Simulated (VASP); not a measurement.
# La in VASP: single point with PBEsol

Aim: the single point of La with PBEsol.

All numbers are computed with VASP 6.6.1; they aren't measurements. Logs are shortened: lines on timing, memory, paths and dates and some standing lists are left out, and cuts for length are marked.

**1. The cell of the first run**

The cell holds a slab with vacuum, 4 atoms: a = 3.652 Å, b = 3.652 Å, c = 24.987 Å, α = 90.00°, β = 90.00°, γ = 120.00°.

**2. Single point, PBEsol**

POSCAR reads:

```
La
1.0
    3.6519883490      0.0000000000      0.0000000000
   -1.8259941745      3.1627146845      0.0000000000
    0.0000000000      0.0000000000     24.9868000000
La
4
Direct
    0.8333333330      0.1666666670      0.3201685466
    0.1666666670      0.8333333330      0.4400561825
    0.8333333330      0.1666666670      0.5599438175
    0.1666666670      0.8333333330      0.6798314534
```

INCAR.step1 reads:

```
ALGO = Normal ; DIPOL = 0.5 0.5 0.500
EDIFF = 1E-6 ; ENCUT = 520
GGA = PS ; IDIPOL = 3
ISIF = 2 ; ISMEAR = -1
LASPH = T ; LCHARG = T
LDIPOL = T ; LMAXMIX = 6
LREAL = F ; LWAVE = F
NBANDS = 30 ; NELM = 100
PREC = Accurate ; SIGMA = 0.08
```

KPOINTS.step1 reads:

```
k-points
0
Gamma
  13 13 1
```

INCAR.step2 reads:

```
ALGO = Normal ; DIPOL = 0.5 0.5 0.500
EDIFF = 1E-6 ; ENCUT = 520
GGA = PS ; ICHARG = 11
IDIPOL = 3 ; ISIF = 2
ISMEAR = -5 ; LASPH = T
LCHARG = F ; LDIPOL = T
LMAXMIX = 6 ; LORBIT = 10
LREAL = F ; LWAVE = F
NBANDS = 30 ; NEDOS = 1001
NELM = 100 ; PREC = Accurate
SIGMA = 0.08
```

KPOINTS.step2 reads:

```
k-points
0
Gamma
  20 20 1
```

Potentials or basis: VASP PAW PBE potentials, release 64 (La).

Launch:

```bash
cat potpaw_PBE.64/La/POTCAR > POTCAR
cp INCAR.step1 INCAR
cp KPOINTS.step1 KPOINTS
mpirun -np 1 vasp_std > vasp.out
cp INCAR.step2 INCAR
cp KPOINTS.step2 KPOINTS
mpirun -np 1 vasp_std > vasp.out
```

OUTCAR:

```text
EDIFF = 1E-6
   ENCUT = 520
   GGA = PS
   ICHARG = 11
   ISIF = 2
   ISMEAR = -5
   LASPH = T
   LORBIT = 10
   LREAL = F
   NELM = 100
   PREC = Accurate

 ion  position               nearest neighbor table
   1  0.833  0.167  0.320-   2 3.66   2 3.66   2 3.66
   2  0.167  0.833  0.440-   3 3.66   3 3.66   3 3.66   1 3.66   1 3.66   1 3.66
   3  0.833  0.167  0.560-   2 3.66   2 3.66   2 3.66   4 3.66   4 3.66   4 3.66
   4  0.167  0.833  0.680-   3 3.66   3 3.66   3 3.66

  LATTYP: Found a hexagonal cell.
 ALAT       =     3.6519883490
 C/A-ratio  =     6.8419714446

  Lattice vectors:

 A1 = (   3.6519883490,   0.0000000000,   0.0000000000)
 A2 = (  -1.8259941745,   3.1627146845,   0.0000000000)
 A3 = (   0.0000000000,   0.0000000000,  24.9868000000)

Analysis of symmetry for initial positions (statically):
=====================================================================
 Subroutine PRICEL returns:
 Original cell was already a primitive cell.

 Routine SETGRP: Setting up the symmetry group for a
 hexagonal supercell.

 Subroutine GETGRP returns: Found 12 space group operations
 (whereof  4 operations were pure point group operations)
 out of a pool of 24 trial point group operations.

The static configuration has the point symmetry C_2h.
 The point group associated with its full space group is D_3d.

Analysis of symmetry for dynamics (positions and initial velocities):
=====================================================================
 Subroutine PRICEL returns:
 Original cell was already a primitive cell.

 Routine SETGRP: Setting up the symmetry group for a
 hexagonal supercell.

 Subroutine GETGRP returns: Found 12 space group operations
 (whereof  4 operations were pure point group operations)
 out of a pool of 24 trial point group operations.

The dynamic configuration has the point symmetry C_2h.
 The point group associated with its full space group is D_3d.

 Subroutine INISYM returns: Found 12 space group operations
 (whereof  4 operations are pure point group operations),
 and found     1 'primitive' translations

----------------------------------------------------------------------------------------

                                     Primitive cell

  volume of cell :     288.6025

  direct lattice vectors                    reciprocal lattice vectors
     3.651988349  0.000000000  0.000000000     0.273823437  0.158092035  0.000000000
    -1.825994174  3.162714685  0.000000000     0.000000000  0.316184070  0.000000000
     0.000000000  0.000000000 24.986800000     0.000000000  0.000000000  0.040021131

  length of vectors
     3.651988349  3.651988349 24.986800000     0.316184070  0.316184070  0.040021131

  position of ions in fractional coordinates (direct lattice)
     0.833333333  0.166666667  0.320168547
     0.166666667  0.833333333  0.440056183
     0.833333333  0.166666667  0.559943817
     0.166666667  0.833333333  0.679831453

  ion indices of the primitive-cell ions
   primitive index   ion index
                 1           1
                 2           2
                 3           3
                 4           4

----------------------------------------------------------------------------------------

 KPOINTS: k-points

Automatic generation of k-mesh.
 Grid dimensions read from file:
 generate k-points for:   20   20    1

 Generating k-lattice:

  Cartesian coordinates                     Fractional coordinates (reciprocal lattice)
     0.013691172  0.007904602  0.000000000     0.050000000  0.000000000  0.000000000
     0.000000000  0.015809203  0.000000000     0.000000000  0.050000000  0.000000000
     0.000000000  0.000000000  0.040021131     0.000000000  0.000000000  1.000000000

  Length of vectors
     0.015809203  0.015809203  0.040021131

  Shift w.r.t. Gamma in fractional coordinates (k-lattice)
     0.000000000  0.000000000  0.000000000

 TETIRR: Found    210 inequivalent tetrahedra from     2400

 Subroutine IBZKPT returns following result:
 ===========================================

 Found     44 irreducible k-points:

 Following reciprocal coordinates:
            Coordinates               Weight
  0.000000  0.000000  0.000000      1.000000
  0.050000  0.000000  0.000000      6.000000
  0.100000  0.000000  0.000000      6.000000
  0.150000 -0.000000  0.000000      6.000000
  0.200000  0.000000  0.000000      6.000000
  0.250000 -0.000000  0.000000      6.000000
[... 16 lines left out ...]
  0.200000  0.100000  0.000000     12.000000
  0.250000  0.100000  0.000000     12.000000
 [... further k-points ...]
   k-points           NKPTS =     44   k-points in BZ     NKDIM =     44   number of bands    NBANDS=     30
   number of dos      NEDOS =   1001   number of ions     NIONS =      4
   total plane-waves  NPLWV = 150528
   dimension x,y,z NGX =    28 NGY =   28 NGZ =  192
   dimension x,y,z NGXF=    56 NGYF=   56 NGZF=  384
   ions per type =               4
   NGX,Y,Z   is equivalent  to a cutoff of  12.75, 12.75, 12.77 a.u.
   NGXF,Y,Z  is equivalent  to a cutoff of  25.49, 25.49, 25.55 a.u.
 SYSTEM =  unknown system
   PREC   = accura    normal or accurate (medium, high low for compatibility)
   ISTART =      0    job   : 0-new  1-cont  2-samecut
   ICHARG =     11    charge: 1-file 2-atom 10-const
   ISPIN  =      1    spin polarized calculation?
   LNONCOLLINEAR =      F non collinear calculations
   LSORBIT =      F    spin-orbit coupling
   LASPH  =      T    aspherical Exc in radial PAW
   ENCUT  =  520.0 eV  38.22 Ry    6.18 a.u.   6.79  6.79 46.46*2*pi/ulx,y,z
   NELM   =    100;   NELMIN=  2; NELMDL=  0     # of ELM steps
   EDIFF  = 0.1E-05   stopping-criterion for ELM
   LREAL  =      F    real-space projection
   EDIFFG = 0.1E-04   stopping-criterion for IOM
   NSW    =      0    number of steps for IOM
   IBRION =     -1    ionic relax: 0-MD 1-quasi-New 2-CG
   NFREE  =      0    steps in history (QN), initial steepest desc. (CG)
   ISIF   =      2    stress and relaxation
   ISYM   =      2    0-nonsym 1-usesym 2-fastsym
   POTIM  = 0.5000    time-step for ionic-motion
   TEBEG  =    0.0;   TEEND  =   0.0 temperature during run
   PSTRESS=    0.0 pullay stress
   NELECT =      44.0000    total number of electrons
   NUPDOWN=      -1.0000    fix difference up-down
   EMIN   =  10.00;   EMAX   =-10.00  energy-range for DOS
   EFERMI =   0.00;   METHOD = LEGACY
   ISMEAR =    -5;   SIGMA  =   0.08  broadening in eV -4-tet -1-fermi 0-gaus
   EFERMI_NEDOS =   21; number of points for ismear=-14 and -15
   IALGO  =     38    algorithm
   IMIX   =      4    mixing-type and parameters
     AMIX     =   0.40;   BMIX     =  1.00
     AMIX_MAG =   1.60;   BMIX_MAG =  1.00
  volume/ion in A,a.u.               =      72.15       486.90
  Fermi-wavevector in a.u.,A,eV,Ry     =   0.874566  1.652689 10.406619  0.764865
  Thomas-Fermi vector in A             =   1.994114
   LORBIT       =     10    0 simple, 1 ext, 2 COOP (PROOUT), +10 PAW based schemes
   GGA     = PS    functional components
   LHFCALC =     F    Hartree Fock is set to
   AEXX    =    0.0000 exact exchange contribution
   IVDW    =     0    specifies the selected vdW correction
   LEPSILON=     F    determine dielectric tensor
   LRPA    =     F    only Hartree local field effects (RPA)
 non-spin polarized calculation
 Fermi weights with tetrahedron method with Bloechl corrections
  energy-cutoff  :      520.00
  volume of cell :      288.60
 maximum number of plane-waves:      7808
 NGX is ok and might be reduce to    28

 number of electron      44.0000003 magnetization

 dipolmoment           0.000000      0.000000      0.000000 electrons x Angstroem

 Free energy of the ion-electron system (eV)
  ---------------------------------------------------
  ext. energy  EPLUGINS =         0.00000000
  ---------------------------------------------------
  free energy    TOTEN  =       -20.03537263 eV

  energy without entropy =      -20.03537263  energy(sigma->0) =      -20.03537263

 E-fermi :   2.4581     XC(G=0):  -5.5371

 val. band max:        2.4580131070   @ k =   0.2500   0.2500   0.0000
 cond. band min:       2.4659274647   @ k =   0.1500  -0.0000   0.0000
 fundamental gap:      0.0079143576
 Fermi energy:         2.4581287416

 k-point     1 :       0.0000    0.0000    0.0000
  band No.  band energies     occupation
      1     -30.4843      2.00000
      2     -30.4818      2.00000
      3     -30.1237      2.00000
      4     -29.9966      2.00000
      5     -14.6630      2.00000
      6     -14.4254      2.00000
[... 22 lines left out ...]
     29       3.9927      0.00000
     30       4.0193      0.00000

 k-point     2 :       0.0500    0.0000    0.0000
  band No.  band energies     occupation
      1     -30.4800      2.00000
      2     -30.4775      2.00000
      3     -30.1191      2.00000
      4     -29.9932      2.00000
      5     -14.6525      2.00000
      6     -14.4199      2.00000
[... 22 lines left out ...]
     29       4.0587      0.00000
     30       4.0967      0.00000

 k-point     3 :       0.1000    0.0000    0.0000
  band No.  band energies     occupation
      1     -30.4673      2.00000
      2     -30.4651      2.00000
      3     -30.1055      2.00000
      4     -29.9834      2.00000
      5     -14.6216      2.00000
      6     -14.4044      2.00000
[... 22 lines left out ...]
     29       4.0028      0.00000
     30       4.0513      0.00000

 k-point     4 :       0.1500   -0.0000    0.0000
  band No.  band energies     occupation
      1     -30.4475      2.00000
      2     -30.4456      2.00000
      3     -30.0841      2.00000
      4     -29.9682      2.00000
      5     -14.5730      2.00000
      6     -14.3825      2.00000
[... 22 lines left out ...]
     29       3.8540      0.00000
     30       4.0384      0.00000

 k-point     5 :       0.2000    0.0000    0.0000
  band No.  band energies     occupation
      1     -30.4224      2.00000
      2     -30.4209      2.00000
      3     -30.0566      2.00000
      4     -29.9493      2.00000
      5     -14.5119      2.00000
      6     -14.3618      2.00000
[... 22 lines left out ...]
     29       3.8663      0.00000
     30       4.0301      0.00000
[... 526 lines left out ...]
     29       3.7458      0.00000
     30       3.9438      0.00000

 k-point    22 :       0.1500    0.1000    0.0000
  band No.  band energies     occupation
      1     -30.4124      2.00000
      2     -30.4110      2.00000
      3     -30.0456      2.00000
      4     -29.9418      2.00000
      5     -14.4877      2.00000
      6     -14.3546      2.00000
[... 22 lines left out ...]
     29       3.8033      0.00000
     30       3.9734      0.00000

 k-point    23 :       0.2000    0.1000    0.0000
  band No.  band energies     occupation
      1     -30.3856      2.00000
      2     -30.3846      2.00000
      3     -30.0155      2.00000
      4     -29.9224      2.00000
      5     -14.4356      2.00000
      6     -14.3553      2.00000
[... 22 lines left out ...]
     29       3.9585      0.00000
     30       3.9923      0.00000

 k-point    24 :       0.2500    0.1000    0.0000
  band No.  band energies     occupation
      1     -30.3586      2.00000
      2     -30.3580      2.00000
      3     -29.9844      2.00000
      4     -29.9037      2.00000
      5     -14.4585      2.00000
      6     -14.4078      2.00000
[... 22 lines left out ...]
     29       3.9128      0.00000
     30       4.0799      0.00000

 [... further k-points ...]

------------------------ aborting loop because EDIFF is reached ----------------------------------------

 vacuum level on the upper side and lower side of the slab       (xc-potential included)        -0.178        -0.178

  FORCE on cell =-STRESS in cart. coord.  units (eV):
  Direction    XX          YY          ZZ          XY          YZ          ZX
  --------------------------------------------------------------------------------------
  -------------------------------------------------------------------------------------
  Total       -1.4928262     -1.4928262     -0.9760552      0.0000000      0.0000000      0.0000000
  in kB       -8.2874284     -8.2874284     -5.4185730      0.0000000      0.0000000      0.0000000
  external PRESSURE =      -7.3311432 kB  Pullay stress =       0.0000000 kB

 VOLUME and BASIS-vectors are now :
 -----------------------------------------------------------------------------
  energy-cutoff  :      520.00
  volume of cell :      288.60
      direct lattice vectors                 reciprocal lattice vectors
     3.651988349  0.000000000  0.000000000     0.273823437  0.158092035  0.000000000
    -1.825994174  3.162714685  0.000000000     0.000000000  0.316184070  0.000000000
     0.000000000  0.000000000 24.986800000     0.000000000  0.000000000  0.040021131

 POSITION                                       TOTAL-FORCE (eV/Angst)
 -----------------------------------------------------------------------------------
      2.73899      0.52712      7.99999         0.000000     -0.000000      0.204824
     -0.91300      2.63560     10.99560        -0.000000      0.000000     -0.262068
      2.73899      0.52712     13.99120         0.000000     -0.000000      0.262068
     -0.91300      2.63560     16.98681        -0.000000      0.000000     -0.204824
 -----------------------------------------------------------------------------------
    total drift:                               -0.000010      0.000006     -0.000000

  FREE ENERGIE OF THE ION-ELECTRON SYSTEM (eV)
  ---------------------------------------------------
  free  energy   TOTEN  =       -20.0353726297 eV

  energy  without entropy=      -20.0353726297  energy(sigma->0) =      -20.03537263

 vacuum level on the upper side and lower side of the slab         5.523         5.523

 total charge

# of ion       s       p       d       f       tot
--------------------------------------------------
    1        2.097   5.526   0.901   0.087   8.612
    2        2.104   5.523   0.947   0.091   8.666
    3        2.104   5.523   0.947   0.091   8.666
    4        2.097   5.526   0.901   0.087   8.612
--------------------------------------------------
tot          8.402  22.099   3.697   0.357  34.556
```

Run time: 12 min. Hardware: 1 thread of Intel Xeon 6975P-C (Granite Rapids), shared host; peak memory 0.56 GiB.

What came out:

| Quantity | Value |
| --- | --- |
| Valence electrons inside the program's atomic spheres | La 8.61, 8.67 (each value once) |

Caveat: the PAW data sets were made with another functional, which shifts forces and pressure a little; spin-orbit coupling is left out, which moves the levels of the heavy elements.
